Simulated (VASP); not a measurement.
# AlCo (Pm-3m) in VASP: a series of runs, part 2 of 2

VASP 6.6.1.

**3. Single point, PBE, collinear spin, ferromagnetic start**

INCAR

```
PREC     = Accurate       # precision mode
ENCUT    = 520            # plane-wave cutoff, eV
EDIFF    = 1E-6           # SCF threshold, eV
ISMEAR   = -1             # smearing method
SIGMA    = 0.2            # smearing width, eV
LREAL    = False          # projectors in reciprocal space
LASPH    = True           # aspherical terms in the spheres
NELM     = 150            # most SCF steps
ALGO     = Normal         # electronic algorithm
ISIF     = 2              # what is computed and relaxed
LWAVE    = False          # write WAVECAR
LCHARG   = False          # write CHGCAR
ISPIN    = 2              # spin polarisation
MAGMOM   = 0 3.2          # initial moments
LORBIT   = 11             # projections on sites
LMAXMIX  = 4              # l up to which the mixer works
GGA      = PE             # functional
NBANDS   = 17             # bands
```

KPOINTS

```
regular mesh
0
Gamma
  11 11 11
```

POSCAR

```
AlCo
1.0
    2.8194032100      0.0000000000      0.0000000000
    0.0000000000      2.8194032100      0.0000000000
    0.0000000000      0.0000000000      2.8194032100
Al Co
1 1
Direct
    0.0000000000      0.0000000000      0.0000000000
    0.5000000000      0.5000000000      0.5000000000
```

Potentials or basis: VASP PAW PBE potentials, release 64 (Al, Co).

Launch:

```bash
$ cat potpaw_PBE.64/Al/POTCAR potpaw_PBE.64/Co/POTCAR > POTCAR
$ mpirun -np 1 vasp_std > vasp.out
```

OUTCAR:

```text
PREC = Accurate
   ENCUT = 520
   EDIFF = 1E-6
   ISMEAR = -1
   LREAL = False
   LASPH = True
   NELM = 150
   ISIF = 2
   ISPIN = 2
   LORBIT = 11
   GGA = PE

 ion  position               nearest neighbor table
   1  0.000  0.000  0.000-   2 2.44   2 2.44   2 2.44   2 2.44   2 2.44   2 2.44   2 2.44   2 2.44

   2  0.500  0.500  0.500-   1 2.44   1 2.44   1 2.44   1 2.44   1 2.44   1 2.44   1 2.44   1 2.44

  LATTYP: Found a simple cubic cell.
 ALAT       =     2.8194032100

  Lattice vectors:

[... 1177 lines left out ...]
  external PRESSURE =      74.2060245 kB  Pullay stress =       0.0000000 kB

 VOLUME and BASIS-vectors are now :
 -----------------------------------------------------------------------------
  energy-cutoff  :      520.00
  volume of cell :       22.41
      direct lattice vectors                 reciprocal lattice vectors
     2.819403210  0.000000000  0.000000000     0.354684990  0.000000000  0.000000000
     0.000000000  2.819403210  0.000000000     0.000000000  0.354684990  0.000000000
     0.000000000  0.000000000  2.819403210     0.000000000  0.000000000  0.354684990

 POSITION                                       TOTAL-FORCE (eV/Angst)
 -----------------------------------------------------------------------------------
      0.00000      0.00000      0.00000         0.000000      0.000000      0.000000
      1.40970      1.40970      1.40970         0.000000      0.000000      0.000000
 -----------------------------------------------------------------------------------
    total drift:                                0.000000     -0.000000     -0.000000

  FREE ENERGIE OF THE ION-ELECTRON SYSTEM (eV)
  ---------------------------------------------------
  free  energy   TOTEN  =       -12.0306958502 eV

  energy  without entropy=      -11.9015225208  energy(sigma->0) =      -11.96610919

 total charge

# of ion       s       p       d       tot
------------------------------------------
    1        0.399   0.445   0.000   0.843
    2        0.449   0.534   7.530   8.512
--------------------------------------------------
tot          0.848   0.978   7.530   9.356

 magnetization (x)

# of ion       s       p       d       tot
------------------------------------------
    1       -0.000  -0.000   0.000  -0.000
    2       -0.000  -0.000   0.000   0.000
--------------------------------------------------
tot         -0.000  -0.000   0.000   0.000
```

OSZICAR:

```text
N       E                     dE             d eps       ncg     rms          rms(c)
DAV:   1     0.385604905134E+02    0.38560E+02   -0.47833E+03  3920   0.726E+02
DAV:   2    -0.108579096985E+02   -0.49418E+02   -0.44010E+02  4299   0.151E+02
DAV:   3    -0.128437523236E+02   -0.19858E+01   -0.19565E+01  4642   0.323E+01
DAV:   4    -0.128720890435E+02   -0.28337E-01   -0.28313E-01  4637   0.344E+00
DAV:   5    -0.128728860996E+02   -0.79706E-03   -0.79701E-03  4697   0.618E-01    0.150E+01
DAV:   6    -0.156237370269E+02   -0.27509E+01   -0.39368E+01  4239   0.721E+01    0.168E+01
DAV:   7    -0.120158419741E+02    0.36079E+01   -0.23264E+01  4376   0.462E+01    0.283E+00
DAV:   8    -0.120356258267E+02   -0.19784E-01   -0.21365E-01  4698   0.310E+00    0.154E+00
DAV:   9    -0.120319026065E+02    0.37232E-02   -0.65757E-02  5226   0.173E+00    0.946E-01
DAV:  10    -0.120306800193E+02    0.12226E-02   -0.66395E-03  5491   0.516E-01    0.192E-01
DAV:  11    -0.120306948567E+02   -0.14837E-04   -0.15747E-04  4653   0.824E-02    0.106E-01
DAV:  12    -0.120306992186E+02   -0.43620E-05   -0.69592E-05  4696   0.640E-02    0.410E-02
DAV:  13    -0.120306958148E+02    0.34038E-05   -0.76845E-06  4033   0.195E-02    0.803E-03
DAV:  14    -0.120306958502E+02   -0.35444E-07   -0.11527E-06  3207   0.732E-03
   1 F= -.12030696E+02 E0= -.11966109E+02  d E =-.129173E+00  mag=     0.0002
```

stdout:

```text
POSCAR found type information on POSCAR AlCo
 POSCAR found :  2 types and       2 ions
 scaLAPACK will be used
 LDA part: xc-table for (Slater+PW92), standard interpolation
 POSCAR, INCAR and KPOINTS ok, starting setup
 FFT: planning ... GRIDC
 FFT: planning ... GRID_SOFT
 FFT: planning ... GRID
 WAVECAR not read
 entering main loop
```

Run time: 16 s. Hardware: 1 thread of Intel Xeon 6975P-C (Granite Rapids), shared host; peak memory 0.17 GiB.

What came out:

* Free energy: -12.0307 eV
* Pressure: 7.4 GPa
* Band gap on the k mesh: zero (filled and empty bands overlap)
* Net moment: 0.00 μB per cell
* Valence electrons inside the program's atomic spheres: Al 0.84; Co 8.51

Levels at points of the mesh, in eV from the Fermi level:
Spin up:
```
           k point  band 4  band 5  band 6  band 7  band 8  band 9
(0.00, 0.00, 0.00)   -0.78   -0.78   -0.78    6.23    6.23    6.23
```
Spin down:
| k point | band 3 | band 4 | band 5 | band 6 | band 7 | band 8 | band 9 | band 10 |
| --- | --- | --- | --- | --- | --- | --- | --- | --- |
| (0.00, 0.00, 0.00) | -3.00 | -0.78 | -0.78 | -0.78 | 6.23 | 6.23 | 6.23 | 8.97 |

Caveat: the starting moments collapsed, and a magnetic state may lie lower.

**4. Single point, PBE, collinear spin, ferromagnetic start**

INCAR

```
PREC = Accurate
ENCUT = 520
EDIFF = 1E-6
ISMEAR = -1
SIGMA = 0.1
LREAL = F
LASPH = T
NELM = 150
ALGO = Normal
ISIF = 2
LWAVE = F
LCHARG = F
ISPIN = 2
MAGMOM = 0 3.2
LORBIT = 11
LMAXMIX = 4
GGA = PE
NBANDS = 17
```

KPOINTS

```
Automatic mesh
0
Gamma
  11 11 11
```

POSCAR is that of step 3.

Launch:

```bash
$ cat potpaw_PBE.64/Al/POTCAR potpaw_PBE.64/Co/POTCAR > POTCAR
$ mpirun -np 1 vasp_std > vasp.out
```

Wall time 14 s (1 thread of Intel Xeon 6975P-C (Granite Rapids), shared host); peak memory 0.17 GiB.

Results (log left out):

| Quantity | Value |
| --- | --- |
| Free energy | -11.9858 eV |
| Pressure | 6.8 GPa |
| Band gap on the k mesh | zero (filled and empty bands overlap) |
| Net moment | 0.00 μB per cell |
| Valence electrons inside the program's atomic spheres | Al 0.84; Co 8.51 |

Levels at points of the mesh, in eV from the Fermi level:
Spin up:
| k point | band 2 | band 3 | band 4 | band 5 | band 6 | band 7 | band 8 | band 9 | band 10 | band 11 |
| --- | --- | --- | --- | --- | --- | --- | --- | --- | --- | --- |
| (0.00, 0.00, 0.00) | -3.07 | -3.07 | -0.84 | -0.84 | -0.84 | 6.17 | 6.17 | 6.17 | 8.91 | 8.91 |
Spin down:
| k point | band 3 | band 4 | band 5 | band 6 | band 7 | band 8 | band 9 | band 10 |
| --- | --- | --- | --- | --- | --- | --- | --- | --- |
| (0.00, 0.00, 0.00) | -3.07 | -0.84 | -0.84 | -0.84 | 6.17 | 6.17 | 6.17 | 8.91 |

Caveat: the starting moments collapsed, and a magnetic state may lie lower.

**5. Single point, PBE, collinear spin, ferromagnetic start**

INCAR

```
ALGO = Normal
EDIFF = 1E-6
ENCUT = 520
GGA = PE
ISIF = 2
ISMEAR = -1
ISPIN = 2
LASPH = True
LCHARG = False
LMAXMIX = 4
LORBIT = 11
LREAL = False
LWAVE = False
MAGMOM = 0 3.2
NBANDS = 17
NELM = 150
PREC = Accurate
SIGMA = 0.05
```

KPOINTS

```
k-points
0
Gamma
  11 11 11
```

POSCAR is that of step 4.

Launch:

```bash
$ cat potpaw_PBE.64/Al/POTCAR potpaw_PBE.64/Co/POTCAR > POTCAR
$ mpirun -np 1 vasp_std > vasp.out
```

Wall time 17 s (1 thread of Intel Xeon 6975P-C (Granite Rapids), shared host); peak memory 0.17 GiB.

It converged, with:

- Free energy: -11.9747 eV
- Pressure: 6.6 GPa
- Band gap on the k mesh: zero (filled and empty bands overlap)
- Net moment: 0.00 μB per cell
- Valence electrons inside the program's atomic spheres: Al 0.84; Co 8.51

Levels at points of the mesh, in eV from the Fermi level:
Spin up:
| k point | band 2 | band 3 | band 4 | band 5 | band 6 | band 7 | band 8 | band 9 | band 10 | band 11 |
| --- | --- | --- | --- | --- | --- | --- | --- | --- | --- | --- |
| (0.00, 0.00, 0.00) | -3.12 | -3.12 | -0.89 | -0.89 | -0.89 | 6.12 | 6.12 | 6.12 | 8.86 | 8.86 |
Spin down:
| k point | band 2 | band 3 | band 4 | band 5 | band 6 | band 7 | band 8 | band 9 | band 10 | band 11 |
| --- | --- | --- | --- | --- | --- | --- | --- | --- | --- | --- |
| (0.00, 0.00, 0.00) | -3.12 | -3.12 | -0.89 | -0.89 | -0.89 | 6.12 | 6.12 | 6.12 | 8.86 | 8.86 |

Caveat: the starting moments collapsed, and a magnetic state may lie lower.
